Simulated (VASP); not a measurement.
# Rb3Sn8HSe2 (P1) in VASP: single point with PBE

Aim: the single point of Rb3Sn8HSe2 with PBE.

Program: VASP 6.6.1. These are calculated values, not measurements. Logs are shortened: lines on timing, memory, paths and dates and some standing lists are left out, and cuts for length are marked.

## 1. The cell of the first run

The typed cell holds 14 atoms: a = 7.200 Å, b = 7.200 Å, c = 9.637 Å, α = 70.76°, β = 70.76°, γ = 60.75°.

## 2. Single point, PBE

INCAR

```
SYSTEM = Rb3Sn8HSe2
ALGO = Normal
EDIFF = 1E-7
ENCUT = 520
GGA = PE
ISIF = 2
ISMEAR = -1
LASPH = .True.
LCHARG = .False.
LREAL = .False.
LWAVE = .False.
NBANDS = 89
NELM = 80
PREC = Accurate
SIGMA = 0.05
```

KPOINTS

```
k-points
0
Gamma
  3 3 2
  0 0 0
```

POSCAR

```
Rb3Sn8HSe2
1.0
    6.2115290000      3.6404210000      0.0000000000
    6.2115290000     -3.6404210000      0.0000000000
    3.6800140000      0.0000000000     -8.9063200000
Rb Se Sn H
3 2 8 1
Direct
    0.0093575616      0.0039309914      0.0058336103
    0.1848211199      0.1932866243      0.3928568702
    0.7946805569      0.8053815171      0.6065678080
    0.4264040674      0.4236854258      0.7649784647
    0.5810351492      0.5702556267      0.2289988458
    0.7074518693      0.2453995408      0.3213185693
    0.7628346987      0.3017569827      0.6835631327
    0.2868974420      0.7637760777      0.6786422451
    0.2435858958      0.7065202652      0.3169911928
    0.3813187990      0.3858910723      0.9961564372
    0.6166251245      0.6130997080     -0.0002167001
    0.2707215376      0.2632611368      0.7401608072
    0.7356266783      0.7239458864      0.2654315138
    0.6461183549      0.1811342226      0.2088982880
```

Potentials or basis: VASP PAW PBE potentials, release 64 (Rb_sv, Se, Sn_d, H).

Launch:

```console
cat potpaw_PBE.64/Rb_sv/POTCAR potpaw_PBE.64/Se/POTCAR potpaw_PBE.64/Sn_d/POTCAR potpaw_PBE.64/H/POTCAR > POTCAR
mpirun -np 1 vasp_std > vasp.out
```

OUTCAR:

```text
SYSTEM = Rb3Sn8HSe2
   EDIFF = 1E-7
   ENCUT = 520
   GGA = PE
   ISIF = 2
   ISMEAR = -1
   LASPH = .True.
   LREAL = .False.
   NELM = 80
   PREC = Accurate

 ion  position               nearest neighbor table
   1  0.009  0.004  0.006-  14 2.70  12 3.27  13 3.39   9 3.46   6 3.52   7 3.59   8 3.60  11 3.87
                            11 3.88  10 3.93  10 4.00  10 4.65   2 5.05   3 5.36   3 5.38   2 5.46
   2  0.185  0.193  0.393-  14 3.18   8 3.34   7 3.35   6 3.54   9 3.61  10 3.66   9 3.73  13 3.74
                             6 3.78  12 3.82  13 3.88   3 4.47   3 4.64   3 4.65   1 5.05   1 5.46
   3  0.795  0.805  0.607-   6 3.38   9 3.44   7 3.56  11 3.60   8 3.63   8 3.68  13 3.71  12 3.77
                             7 3.77  12 3.89   2 4.47   2 4.64   2 4.65   1 5.36   1 5.38   1 5.50
   4  0.426  0.424  0.765-  12 2.07  10 2.09   7 2.09   8 2.12
   5  0.581  0.570  0.229-   6 2.04  11 2.07  13 2.07   9 2.11
   6  0.707  0.245  0.321-  14 1.56   5 2.04  11 3.36   9 3.37   3 3.38  13 3.40   1 3.52   2 3.54
                             2 3.78
   7  0.763  0.302  0.684-   4 2.09  10 3.33   2 3.35   8 3.42  12 3.54   3 3.56   1 3.59  12 3.74
                             3 3.77
   8  0.287  0.764  0.679-   4 2.12   2 3.34  10 3.36   7 3.42  12 3.51   1 3.60   3 3.63   3 3.68
[... 7 lines left out ...]
  12  0.271  0.263  0.740-   4 2.07   1 3.27  10 3.30   8 3.51   7 3.54   7 3.74   3 3.77   2 3.82
                             3 3.89
  13  0.736  0.724  0.265-   5 2.07  11 3.37   1 3.39   6 3.40   9 3.47   3 3.71   2 3.74   2 3.88

  14  0.646  0.181  0.209-   6 1.56   1 2.70   2 3.18

  LATTYP: Found a base centered monoclinic cell.
 ALAT       =    12.4230580000
 B/A-ratio  =     0.5860748618
 C/A-ratio  =     0.7757068201
 COS(beta)  =    -0.3818768647

  Lattice vectors:

 A1 = (  -6.2115290000,  -3.6404210000,   0.0000000000)
 A2 = (  -6.2115290000,   3.6404210000,   0.0000000000)
 A3 = (   3.6800140000,   0.0000000000,  -8.9063200000)

Analysis of symmetry for initial positions (statically):
=====================================================================
 Subroutine PRICEL returns:
 Original cell was already a primitive cell.

 Routine SETGRP: Setting up the symmetry group for a
 base centered monoclinic supercell.

 Subroutine GETGRP returns: Found  1 space group operations
 (whereof  1 operations were pure point group operations)
 out of a pool of  4 trial point group operations.

The static configuration has the point symmetry C_1 .

Analysis of symmetry for dynamics (positions and initial velocities):
=====================================================================
 Subroutine PRICEL returns:
 Original cell was already a primitive cell.

 Routine SETGRP: Setting up the symmetry group for a
 base centered monoclinic supercell.

 Subroutine GETGRP returns: Found  1 space group operations
 (whereof  1 operations were pure point group operations)
 out of a pool of  4 trial point group operations.

The dynamic configuration has the point symmetry C_1 .

 Subroutine INISYM returns: Found  1 space group operations
 (whereof  1 operations are pure point group operations),
 and found     1 'primitive' translations

----------------------------------------------------------------------------------------

                                     Primitive cell

  volume of cell :     402.7898

  direct lattice vectors                    reciprocal lattice vectors
     6.211529000  3.640421000  0.000000000     0.080495479  0.137346752  0.033260032
     6.211529000 -3.640421000  0.000000000     0.080495479 -0.137346752  0.033260032
     3.680014000  0.000000000 -8.906320000     0.000000000  0.000000000 -0.112279819

  length of vectors
     7.199705381  7.199705381  9.636650818     0.162634197  0.162634197  0.112279819

  position of ions in fractional coordinates (direct lattice)
     0.009357562  0.003930991  0.005833610
     0.184821120  0.193286624  0.392856870
     0.794680557  0.805381517  0.606567808
     0.426404067  0.423685426  0.764978465
     0.581035149  0.570255627  0.228998846
[... 36 lines left out ...]

  Cartesian coordinates                     Fractional coordinates (reciprocal lattice)
     0.026831826  0.045782251  0.011086677     0.333333333  0.000000000  0.000000000
     0.026831826 -0.045782251  0.011086677     0.000000000  0.333333333  0.000000000
     0.000000000  0.000000000 -0.056139910     0.000000000  0.000000000  0.500000000

  Length of vectors
     0.054211399  0.054211399  0.056139910

  Shift w.r.t. Gamma in fractional coordinates (k-lattice)
     0.000000000  0.000000000  0.000000000

 Subroutine IBZKPT returns following result:
 ===========================================

 Found     10 irreducible k-points:

 Following reciprocal coordinates:
            Coordinates               Weight
  0.000000  0.000000  0.000000      1.000000
  0.333333  0.000000  0.000000      2.000000
  0.000000 -0.333333  0.000000      2.000000
  0.333333  0.333333  0.000000      2.000000
 -0.333333  0.333333  0.000000      2.000000
  0.000000  0.000000  0.500000      1.000000
  0.333333  0.000000  0.500000      2.000000
  0.000000 -0.333333  0.500000      2.000000
  0.333333  0.333333  0.500000      2.000000
 -0.333333  0.333333  0.500000      2.000000
   k-points           NKPTS =     10   k-points in BZ     NKDIM =     10   number of bands    NBANDS=     89
   number of dos      NEDOS =    301   number of ions     NIONS =     14
   total plane-waves  NPLWV = 209952
   dimension x,y,z NGX =    54 NGY =   54 NGZ =   72
   dimension x,y,z NGXF=   108 NGYF=  108 NGZF=  144
   ions per type =               3   2   8   1
   NGX,Y,Z   is equivalent  to a cutoff of  12.47, 12.47, 12.42 a.u.
   NGXF,Y,Z  is equivalent  to a cutoff of  24.94, 24.94, 24.84 a.u.
 SYSTEM =  Rb3Sn8HSe2
   PREC   = accura    normal or accurate (medium, high low for compatibility)
   ISTART =      0    job   : 0-new  1-cont  2-samecut
   ICHARG =      2    charge: 1-file 2-atom 10-const
   ISPIN  =      1    spin polarized calculation?
   LNONCOLLINEAR =      F non collinear calculations
   LSORBIT =      F    spin-orbit coupling
   LASPH  =      T    aspherical Exc in radial PAW
   ENCUT  =  520.0 eV  38.22 Ry    6.18 a.u.  13.39 13.39 17.92*2*pi/ulx,y,z
   NELM   =     80;   NELMIN=  2; NELMDL= -5     # of ELM steps
   EDIFF  = 0.1E-06   stopping-criterion for ELM
   LREAL  =      F    real-space projection
   EDIFFG = 0.1E-05   stopping-criterion for IOM
   NSW    =      0    number of steps for IOM
   IBRION =     -1    ionic relax: 0-MD 1-quasi-New 2-CG
   NFREE  =      0    steps in history (QN), initial steepest desc. (CG)
   ISIF   =      2    stress and relaxation
   ISYM   =      2    0-nonsym 1-usesym 2-fastsym
   POTIM  = 0.5000    time-step for ionic-motion
   TEBEG  =    0.0;   TEEND  =   0.0 temperature during run
   PSTRESS=    0.0 pullay stress
   NELECT =     152.0000    total number of electrons
   NUPDOWN=      -1.0000    fix difference up-down
   EMIN   =  10.00;   EMAX   =-10.00  energy-range for DOS
   EFERMI =   0.00;   METHOD = LEGACY
   ISMEAR =    -1;   SIGMA  =   0.05  broadening in eV -4-tet -1-fermi 0-gaus
   EFERMI_NEDOS =   21; number of points for ismear=-14 and -15
   IALGO  =     38    algorithm
   IMIX   =      4    mixing-type and parameters
     AMIX     =   0.40;   BMIX     =  1.00
     AMIX_MAG =   1.60;   BMIX_MAG =  1.00
  volume/ion in A,a.u.               =      28.77       194.15
  Fermi-wavevector in a.u.,A,eV,Ry     =   1.183032  2.235607 19.042239  1.399565
  Thomas-Fermi vector in A             =   2.319275
   LORBIT       =      0    0 simple, 1 ext, 2 COOP (PROOUT), +10 PAW based schemes
   GGA     = PE    functional components
   LHFCALC =     F    Hartree Fock is set to
   AEXX    =    0.0000 exact exchange contribution
   IVDW    =     0    specifies the selected vdW correction
   LEPSILON=     F    determine dielectric tensor
   LRPA    =     F    only Hartree local field effects (RPA)
 non-spin polarized calculation
  energy-cutoff  :      520.00
  volume of cell :      402.79
 maximum number of plane-waves:     10871
 NGX is ok and might be reduce to    54
   NGX = 27   NGY = 27   NGZ = 35

 number of electron     152.0000001 magnetization

 Free energy of the ion-electron system (eV)
  ---------------------------------------------------
  ext. energy  EPLUGINS =         0.00000000
  ---------------------------------------------------
  free energy    TOTEN  =       -17.87534336 eV

  energy without entropy =      -17.81548872  energy(sigma->0) =      -17.84541604

 E-fermi :   5.1485     XC(G=0):  -9.0962

 val. band max:        5.1387103700   @ k =  -0.3333   0.3333   0.0000
 cond. band min:       5.1625441599   @ k =   0.0000   0.0000   0.5000
 fundamental gap:      0.0238337898
 Fermi energy:         5.1484517897

 k-point     1 :       0.0000    0.0000    0.0000
  band No.  band energies     occupation
      1     -22.0637      2.00000
      2     -22.0245      2.00000
      3     -22.0004      2.00000
      4     -18.0777      2.00000
      5     -17.9311      2.00000
      6     -17.1886      2.00000
[... 899 lines left out ...]
     87       8.7338      0.00000
     88       9.0677      0.00000
 [bands above 88 left out]

------------------------ aborting loop because EDIFF is reached ----------------------------------------

  FORCE on cell =-STRESS in cart. coord.  units (eV):
  Direction    XX          YY          ZZ          XY          YZ          ZX
  --------------------------------------------------------------------------------------
  -------------------------------------------------------------------------------------
  Total       90.6589390     73.6104516     76.7569072     -1.8745619     -3.1158617      0.4607726
  in kB      360.6141764    292.8003867    305.3160469     -7.4564472    -12.3939669      1.8328158
  external PRESSURE =     319.5768700 kB  Pullay stress =       0.0000000 kB

 VOLUME and BASIS-vectors are now :
 -----------------------------------------------------------------------------
  energy-cutoff  :      520.00
  volume of cell :      402.79
      direct lattice vectors                 reciprocal lattice vectors
     6.211529000  3.640421000  0.000000000     0.080495479  0.137346752  0.033260032
     6.211529000 -3.640421000  0.000000000     0.080495479 -0.137346752  0.033260032
     3.680014000  0.000000000 -8.906320000     0.000000000  0.000000000 -0.112279819

 POSITION                                       TOTAL-FORCE (eV/Angst)
 -----------------------------------------------------------------------------------
      0.10401      0.01976     -0.05196        -0.212994     -0.066719      0.034735
      3.79435     -0.03082     -3.49891         0.331804      0.071878      0.410824
     12.17101     -0.03896     -5.40229         0.097566      0.055467     -0.360231
      8.09549      0.00990     -6.81314         0.533623     -0.787251      2.799286
      7.99400      0.03924     -2.03954         0.895548     -2.014386     -0.544761
      7.10112      1.68206     -2.86177        -3.429583     11.451862     -8.470797
      9.12826      1.67852     -6.08803         5.557553      9.067666      4.089828
      9.02370     -1.73604     -6.04421         4.340962     -8.260946      3.913334
      7.06814     -1.68528     -2.82323        -4.712014     -8.770576     -4.590276
      8.43142     -0.01664     -8.87209         0.735863     -0.227736    -12.521792
     11.31769      0.01283     -8.90439        -0.857736     -0.315265     13.496827
      6.04065      0.02716     -6.59211       -12.691873      0.126479      1.800649
     10.04297      0.04252     -2.36402        12.429081     -0.252126     -2.239194
      5.90725      1.69274     -1.86052        -3.017802     -0.078348      2.181567
 -----------------------------------------------------------------------------------
    total drift:                               -0.000750      0.000729     -0.000121

  FREE ENERGIE OF THE ION-ELECTRON SYSTEM (eV)
  ---------------------------------------------------
  free  energy   TOTEN  =       -17.8753433620 eV

  energy  without entropy=      -17.8154887241  energy(sigma->0) =      -17.84541604
```

Run time: 5.3 min. Hardware: 1 thread of Intel Xeon 6975P-C (Granite Rapids), shared host; peak memory 0.66 GiB.

Results:

```
Free energy            : -17.8753 eV
Pressure               : 32.0 GPa
Largest force          : 14.651 eV/Å
Band gap on the k mesh : zero (bands 76 and 77 overlap by 0.60 eV)
```

Forces in eV/Å, atoms in the order of the input:
```
Rb   -0.213  -0.067   0.035
Rb    0.332   0.072   0.411
Rb    0.098   0.055  -0.360
Se    0.534  -0.787   2.799
Se    0.896  -2.014  -0.545
Sn   -3.430  11.452  -8.471
Sn    5.558   9.068   4.090
Sn    4.341  -8.261   3.913
Sn   -4.712  -8.771  -4.590
Sn    0.736  -0.228 -12.522
Sn   -0.858  -0.315  13.497
Sn  -12.692   0.126   1.801
Sn   12.429  -0.252  -2.239
H    -3.018  -0.078   2.182
```

Levels at points of the mesh, in eV from the Fermi level:
| k point | band 72 | band 73 | band 74 | band 75 | band 76 | band 77 | band 78 | band 79 | band 80 | band 81 |
| --- | --- | --- | --- | --- | --- | --- | --- | --- | --- | --- |
| (0.00, 0.00, 0.00) | -1.56 | -0.78 | -0.24 | -0.12 | 0.57 | 0.67 | 0.81 | 1.01 | 1.32 | 1.53 |
| (0.00, 0.00, 0.50) | -0.95 | -0.85 | -0.50 | -0.19 | 0.01 | 0.60 | 0.81 | 1.00 | 1.56 | 1.85 |

Caveat: the stress differs along the axes, from 29 to 36 GPa; spin-orbit coupling is left out, which moves the levels of the heavy elements; forces of over 1 eV/Å act on the atoms, so gaps and moduli don't describe the material at rest.

The gap in the log of VASP goes by the Fermi energy; the results here count the filled bands.